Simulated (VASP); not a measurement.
# Hg (R-3m) in VASP: a series of runs, part 2 of 2

VASP 6.6.1. The steps go on from the part before.

### 3 Single point, r2SCAN

Input file POSCAR:

```
Hg
1.0
    1.8778599936      1.0841829728      2.1547276236
   -1.8778599936      1.0841829728      2.1547276236
    0.0000000000     -2.1683659456      2.1547276235
Hg
1
Direct
    0.0000000000      0.0000000000      0.0000000000
```

Input file INCAR.step1:

```
SYSTEM = Hg
  ALGO = Normal
  EDIFF = 1E-4
  ENCUT = 520
  GGA = PE
  ISMEAR = 1
  LASPH = .True.
  LCHARG = .False.
  LREAL = .False.
  LWAVE = .True.
  NBANDS = 12
  NELM = 60
  PREC = Accurate
  SIGMA = 1.0
```

Input file INCAR.step2:

```
SYSTEM = Hg
  ALGO = Normal
  EDIFF = 1E-6
  ENCUT = 520
  ISIF = 2
  ISMEAR = 1
  ISTART = 1
  LASPH = .True.
  LCHARG = .False.
  LMIXTAU = .True.
  LREAL = .False.
  LWAVE = .False.
  METAGGA = R2SCAN
  NBANDS = 12
  NELM = 60
  PREC = Accurate
  SIGMA = 1.0
```

Input file KPOINTS:

```
k-points
0
Gamma
  11 11 11
  0 0 0
```

Potentials or basis: VASP PAW PBE potentials, release 64 (Hg).

The run is started by

```console
$ cat potpaw_PBE.64/Hg/POTCAR > POTCAR
$ cp INCAR.step1 INCAR
$ mpirun -np 1 vasp_std > vasp.out
$ cp INCAR.step2 INCAR
$ mpirun -np 1 vasp_std > vasp.out
```

OUTCAR:

```text
SYSTEM = Hg
   EDIFF = 1E-6
   ENCUT = 520
   ISIF = 2
   ISMEAR = 1
   ISTART = 1
   LASPH = .True.
   LREAL = .False.
   METAGGA = R2SCAN
   NELM = 60
   PREC = Accurate

 ion  position               nearest neighbor table
   1  0.000  0.000  0.000-

  LATTYP: Found a trigonal (rhomboedric) cell.
 ALAT       =     3.0569039903
 COS(alpha) =     0.2452679073

  Lattice vectors:

 A1 = (   1.8778599936,   1.0841829728,   2.1547276236)
 A2 = (  -1.8778599936,   1.0841829728,   2.1547276236)
 A3 = (   0.0000000000,  -2.1683659456,   2.1547276235)

Analysis of symmetry for initial positions (statically):
=====================================================================
 Subroutine PRICEL returns:
 Original cell was already a primitive cell.

 Routine SETGRP: Setting up the symmetry group for a
 trigonal (rhombohedral) supercell.

 Subroutine GETGRP returns: Found 12 space group operations
 (whereof 12 operations were pure point group operations)
 out of a pool of 12 trial point group operations.

The static configuration has the point symmetry D_3d.

Analysis of symmetry for dynamics (positions and initial velocities):
=====================================================================
 Subroutine PRICEL returns:
 Original cell was already a primitive cell.

 Routine SETGRP: Setting up the symmetry group for a
 trigonal (rhombohedral) supercell.

 Subroutine GETGRP returns: Found 12 space group operations
 (whereof 12 operations were pure point group operations)
 out of a pool of 12 trial point group operations.

The dynamic configuration has the point symmetry D_3d.

 Subroutine INISYM returns: Found 12 space group operations
 (whereof 12 operations are pure point group operations),
 and found     1 'primitive' translations

----------------------------------------------------------------------------------------

                                     Primitive cell

  volume of cell :      26.3214

  direct lattice vectors                    reciprocal lattice vectors
     1.877859994  1.084182973  2.154727624     0.266260532  0.153725590  0.154698594
    -1.877859994  1.084182973  2.154727624    -0.266260532  0.153725590  0.154698594
     0.000000000 -2.168365946  2.154727623     0.000000000 -0.307451179  0.154698594

  length of vectors
     3.056903990  3.056903990  3.056903990     0.344177109  0.344177109  0.344177109

  position of ions in fractional coordinates (direct lattice)
     0.000000000  0.000000000  0.000000000

  ion indices of the primitive-cell ions
   primitive index   ion index
                 1           1

----------------------------------------------------------------------------------------

 KPOINTS: k-points

Automatic generation of k-mesh.
 Grid dimensions read from file:
 generate k-points for:   11   11   11

 Generating k-lattice:

  Cartesian coordinates                     Fractional coordinates (reciprocal lattice)
     0.024205503  0.013975054  0.014063509     0.090909091  0.000000000  0.000000000
    -0.024205503  0.013975054  0.014063509     0.000000000  0.090909091  0.000000000
     0.000000000 -0.027950107  0.014063509     0.000000000  0.000000000  0.090909091

  Length of vectors
     0.031288828  0.031288828  0.031288828

  Shift w.r.t. Gamma in fractional coordinates (k-lattice)
     0.000000000  0.000000000  0.000000000

 Subroutine IBZKPT returns following result:
 ===========================================

 Found    146 irreducible k-points:

 Following reciprocal coordinates:
            Coordinates               Weight
  0.000000  0.000000  0.000000      1.000000
  0.090909 -0.000000 -0.000000      6.000000
  0.181818 -0.000000 -0.000000      6.000000
  0.272727 -0.000000 -0.000000      6.000000
  0.363636 -0.000000 -0.000000      6.000000
  0.454545 -0.000000 -0.000000      6.000000
[... 16 lines left out ...]
 -0.272727  0.181818  0.000000     12.000000
 -0.181818  0.181818  0.000000      6.000000
 [... further k-points ...]
   k-points           NKPTS =    146   k-points in BZ     NKDIM =    146   number of bands    NBANDS=     12
   number of dos      NEDOS =    301   number of ions     NIONS =      1
   total plane-waves  NPLWV =  13824
   dimension x,y,z NGX =    24 NGY =   24 NGZ =   24
   dimension x,y,z NGXF=    48 NGYF=   48 NGZF=   48
   ions per type =               1
   NGX,Y,Z   is equivalent  to a cutoff of  13.05, 13.05, 13.05 a.u.
   NGXF,Y,Z  is equivalent  to a cutoff of  26.10, 26.10, 26.10 a.u.
 SYSTEM =  Hg
   PREC   = accura    normal or accurate (medium, high low for compatibility)
   ISTART =      1    job   : 0-new  1-cont  2-samecut
   ICHARG =      0    charge: 1-file 2-atom 10-const
   ISPIN  =      1    spin polarized calculation?
   LNONCOLLINEAR =      F non collinear calculations
   LSORBIT =      F    spin-orbit coupling
   LASPH  =      T    aspherical Exc in radial PAW
   ENCUT  =  520.0 eV  38.22 Ry    6.18 a.u.   5.68  5.68  5.68*2*pi/ulx,y,z
   NELM   =     60;   NELMIN=  2; NELMDL=  0     # of ELM steps
   EDIFF  = 0.1E-05   stopping-criterion for ELM
   LREAL  =      F    real-space projection
   EDIFFG = 0.1E-04   stopping-criterion for IOM
   NSW    =      0    number of steps for IOM
   IBRION =     -1    ionic relax: 0-MD 1-quasi-New 2-CG
   NFREE  =      0    steps in history (QN), initial steepest desc. (CG)
   ISIF   =      2    stress and relaxation
   ISYM   =      2    0-nonsym 1-usesym 2-fastsym
   POTIM  = 0.5000    time-step for ionic-motion
   TEBEG  =    0.0;   TEEND  =   0.0 temperature during run
   PSTRESS=    0.0 pullay stress
   NELECT =      12.0000    total number of electrons
   NUPDOWN=      -1.0000    fix difference up-down
   EMIN   =  10.00;   EMAX   =-10.00  energy-range for DOS
   EFERMI =   0.00;   METHOD = LEGACY
   ISMEAR =     1;   SIGMA  =   1.00  broadening in eV -4-tet -1-fermi 0-gaus
   EFERMI_NEDOS =   21; number of points for ismear=-14 and -15
   IALGO  =     38    algorithm
   IMIX   =      4    mixing-type and parameters
     AMIX     =   0.40;   BMIX     =  1.00
     AMIX_MAG =   1.60;   BMIX_MAG =  1.00
  volume/ion in A,a.u.               =      26.32       177.63
  Fermi-wavevector in a.u.,A,eV,Ry     =   1.259985  2.381027 21.600101  1.587563
  Thomas-Fermi vector in A             =   2.393518
   LORBIT       =      0    0 simple, 1 ext, 2 COOP (PROOUT), +10 PAW based schemes
   METAGGA = R2SCAN    functional components
   LHFCALC =     F    Hartree Fock is set to
   AEXX    =    0.0000 exact exchange contribution
   IVDW    =     0    specifies the selected vdW correction
   LEPSILON=     F    determine dielectric tensor
   LRPA    =     F    only Hartree local field effects (RPA)
 non-spin polarized calculation
 Methfessel and Paxton  Order N= 1 SIGMA  =   1.00
  energy-cutoff  :      520.00
  volume of cell :       26.32
 maximum number of plane-waves:       720
   NGX = 11   NGY = 11   NGZ = 11

 number of electron      12.0000003 magnetization

 Free energy of the ion-electron system (eV)
  ---------------------------------------------------
  ext. energy  EPLUGINS =         0.00000000
  ---------------------------------------------------
  free energy    TOTEN  =       -49.34806894 eV

  energy without entropy =      -49.35662628  energy(sigma->0) =      -49.35092138

 E-fermi :   1.9670     XC(G=0): -10.8075

 val. band max:        1.9295238544   @ k =  -0.4545   0.1818   0.1818
 cond. band min:       1.9702658558   @ k =  -0.1818   0.4545   0.0909
 fundamental gap:      0.0407420014
 Fermi energy:         1.9669896667

 k-point     1 :       0.0000    0.0000    0.0000
  band No.  band energies     occupation
      1      -6.7470      2.00000
      2      -6.1033      2.00000
      3      -6.1033      2.00000
      4      -4.5173      2.00000
      5      -4.5171      2.00000
      6      -4.5171      2.00000
      7      13.3301     -0.00000
      8      13.3301     -0.00000
      9      13.5549     -0.00000
     10      17.4610     -0.00000
     11      18.9740     -0.00000
     12      18.9740     -0.00000
[... 331 lines left out ...]
 k-point    24 :      -0.1818    0.1818    0.0000
  band No.  band energies     occupation
      1      -6.0907      2.00000
      2      -5.7428      2.00000
      3      -5.3157      2.00000
      4      -4.6474      2.00000
      5      -4.6408      2.00000
      6      -4.1989      2.00000
      7       7.9876     -0.00000
      8       8.9632     -0.00000
      9      15.3695     -0.00000
     10      18.3164     -0.00000
     11      20.2690     -0.00000
     12      21.2359     -0.00000

 [... further k-points ...]

------------------------ aborting loop because EDIFF is reached ----------------------------------------

  FORCE on cell =-STRESS in cart. coord.  units (eV):
  Direction    XX          YY          ZZ          XY          YZ          ZX
  --------------------------------------------------------------------------------------
  -------------------------------------------------------------------------------------
  Total        0.0715113      0.0715113      0.0438437      0.0000000      0.0000000      0.0000000
  in kB        4.3528727      4.3528727      2.6687543      0.0000000      0.0000000      0.0000000
  external PRESSURE =       3.7914999 kB  Pullay stress =       0.0000000 kB

 VOLUME and BASIS-vectors are now :
 -----------------------------------------------------------------------------
  energy-cutoff  :      520.00
  volume of cell :       26.32
      direct lattice vectors                 reciprocal lattice vectors
     1.877859994  1.084182973  2.154727624     0.266260532  0.153725590  0.154698594
    -1.877859994  1.084182973  2.154727624    -0.266260532  0.153725590  0.154698594
     0.000000000 -2.168365946  2.154727623     0.000000000 -0.307451179  0.154698594

 POSITION                                       TOTAL-FORCE (eV/Angst)
 -----------------------------------------------------------------------------------
      0.00000      0.00000      0.00000         0.000000     -0.000000      0.000000
 -----------------------------------------------------------------------------------
    total drift:                                0.000000     -0.000000      0.000000

  FREE ENERGIE OF THE ION-ELECTRON SYSTEM (eV)
  ---------------------------------------------------
  free  energy   TOTEN  =       -49.3480689352 eV

  energy  without entropy=      -49.3566262772  energy(sigma->0) =      -49.35092138
```

OSZICAR.step1:

```text
N       E                     dE             d eps       ncg     rms          rms(c)
DAV:   1     0.735176405132E+02    0.73518E+02   -0.65422E+03  3680   0.951E+02
DAV:   2     0.110683185221E+01   -0.72411E+02   -0.68238E+02  3760   0.225E+02
DAV:   3    -0.176354021615E+00   -0.12832E+01   -0.12825E+01  4240   0.334E+01
DAV:   4    -0.177674141732E+00   -0.13201E-02   -0.13201E-02  3840   0.113E+00
DAV:   5    -0.177676165864E+00   -0.20241E-05   -0.20241E-05  3248   0.427E-02    0.310E+00
DAV:   6    -0.148524839128E+00    0.29151E-01   -0.74259E-02  4128   0.308E+00    0.236E+00
DAV:   7    -0.146740058812E+00    0.17848E-02   -0.10454E-02  4156   0.100E+00    0.107E+00
DAV:   8    -0.146844763869E+00   -0.10471E-03   -0.11197E-03  3792   0.408E-01    0.415E-02
DAV:   9    -0.146869088060E+00   -0.24324E-04   -0.11245E-05  1952   0.322E-02
   1 F= -.14686909E+00 E0= -.14997788E+00  d E =0.932638E-02
```

Wall time 44 s (1 thread of Intel Xeon 6975P-C (Granite Rapids), shared host); peak memory 0.17 GiB.

What came out:

- Free energy: -49.3481 eV
- Pressure: 0.4 GPa
- Band gap on the k mesh: zero (bands 6 and 7 overlap by 2.63 eV)

Caveat: so wide a smearing shifts energies and pressures; the PAW data sets were made with another functional, which shifts forces and pressure a little; spin-orbit coupling is left out, which moves the levels of the heavy elements.

### 4 Single point, r2SCAN

POSCAR is that of step 3.

Input file INCAR.step1:

```
ALGO = Normal
EDIFF = 1E-4
ENCUT = 520
GGA = PE
ISMEAR = 1
LASPH = True
LCHARG = False
LREAL = False
LWAVE = True
NBANDS = 12
NELM = 80
PREC = Accurate
SIGMA = 0.01
```

Input file INCAR.step2:

```
ALGO = Normal
EDIFF = 1E-6
ENCUT = 520
ISIF = 2
ISMEAR = 1
ISTART = 1
LASPH = True
LCHARG = False
LMIXTAU = True
LREAL = False
LWAVE = False
METAGGA = R2SCAN
NBANDS = 12
NELM = 80
PREC = Accurate
SIGMA = 0.01
```

Input file KPOINTS:

```
k-points
0
Gamma
  11 11 11
```

The run is started by

```console
$ cat potpaw_PBE.64/Hg/POTCAR > POTCAR
$ cp INCAR.step1 INCAR
$ mpirun -np 1 vasp_std > vasp.out
$ cp INCAR.step2 INCAR
$ mpirun -np 1 vasp_std > vasp.out
```

Wall time 46 s (1 thread of Intel Xeon 6975P-C (Granite Rapids), shared host); peak memory 0.17 GiB.

Results (log left out):

```
Free energy            : -49.3506 eV
Pressure               : 0.5 GPa
Band gap on the k mesh : zero (bands 6 and 7 overlap by 2.63 eV)
```

Stress tensor (GPa, compression positive):
```
0.27 0.00 0.00
0.00 0.27 0.00
0.00 0.00 0.87
```

Levels at points of the mesh, in eV from the Fermi level:
```
           k point  band 2  band 3  band 4  band 5  band 6  band 7  band 8  band 9  band 10  band 11
(0.00, 0.00, 0.00)   -8.04   -8.04   -6.45   -6.45   -6.45   11.39   11.39   11.62    15.52    17.04
```

Caveat: the PAW data sets were made with another functional, which shifts forces and pressure a little; spin-orbit coupling is left out, which moves the levels of the heavy elements.

### 5 Single point, r2SCAN

POSCAR is that of step 4.

Input file INCAR.step1:

```
PREC     = Accurate       # precision mode
ENCUT    = 520            # plane-wave cutoff, eV
ISMEAR   = 1              # smearing method
SIGMA    = 0.03           # smearing width, eV
LREAL    = False          # projectors in reciprocal space
LASPH    = True           # aspherical terms in the spheres
NELM     = 60             # most SCF steps
NBANDS   = 12             # bands
GGA      = PE             # functional
ALGO     = Normal         # electronic algorithm
EDIFF    = 1E-4           # SCF threshold, eV
LWAVE    = True           # write WAVECAR
LCHARG   = False          # write CHGCAR
```

Input file INCAR.step2:

```
PREC     = Accurate       # precision mode
ENCUT    = 520            # plane-wave cutoff, eV
EDIFF    = 1E-7           # SCF threshold, eV
ISMEAR   = 1              # smearing method
SIGMA    = 0.03           # smearing width, eV
LREAL    = False          # projectors in reciprocal space
LASPH    = True           # aspherical terms in the spheres
NELM     = 60             # most SCF steps
ALGO     = Normal         # electronic algorithm
ISIF     = 2              # what is computed and relaxed
LWAVE    = False          # write WAVECAR
LCHARG   = False          # write CHGCAR
METAGGA  = R2SCAN         # meta-GGA
LMIXTAU  = True         
NBANDS   = 12             # bands
ISTART   = 1
```

Input file KPOINTS:

```
Automatic mesh
0
Gamma
  11 11 11
```

The run is started by

```console
$ cat potpaw_PBE.64/Hg/POTCAR > POTCAR
$ cp INCAR.step1 INCAR
$ mpirun -np 1 vasp_std > vasp.out
$ cp INCAR.step2 INCAR
$ mpirun -np 1 vasp_std > vasp.out
```

It took 57 s on 1 thread of Intel Xeon 6975P-C (Granite Rapids), shared host; peak memory 0.17 GiB.

Results (log left out):

```
Free energy            : -49.3506 eV
Pressure               : 0.5 GPa
Band gap on the k mesh : zero (bands 6 and 7 overlap by 2.63 eV)
```

Stress tensor (GPa, compression positive):
```
0.26 0.00 0.00
0.00 0.26 0.00
0.00 0.00 0.86
```

Levels at points of the mesh, in eV from the Fermi level:
```tsv
k point	band 4	band 5	band 6	band 7	band 8	band 9
(0.00, 0.00, 0.00)	-6.47	-6.47	-6.46	11.38	11.38	11.61
```

Caveat: the PAW data sets were made with another functional, which shifts forces and pressure a little; spin-orbit coupling is left out, which moves the levels of the heavy elements.

### 6 Overview

| smearing | gap on the mesh (eV) | pressure (GPa) |
| --- | --- | --- |
| methfessel-paxton 0.6 eV | none | 0.4 |
| methfessel-paxton 1 eV | none | 0.4 |
| methfessel-paxton 0.01 eV | none | 0.5 |
| methfessel-paxton 0.03 eV | none | 0.5 |

Alike in all rows: task single point; level r2SCAN; potentials or basis VASP PAW PBE potentials, release 64 (Hg); no spin polarisation; cell as given; k mesh 11 × 11 × 11; cutoff (eV) 520.

Caveats: the PAW data sets were made with another functional, which shifts forces and pressure a little; spin-orbit coupling is left out, which moves the levels of the heavy elements; so wide a smearing shifts energies and pressures (at least some runs).

Absolute energies hang on the potentials; compare differences alone.
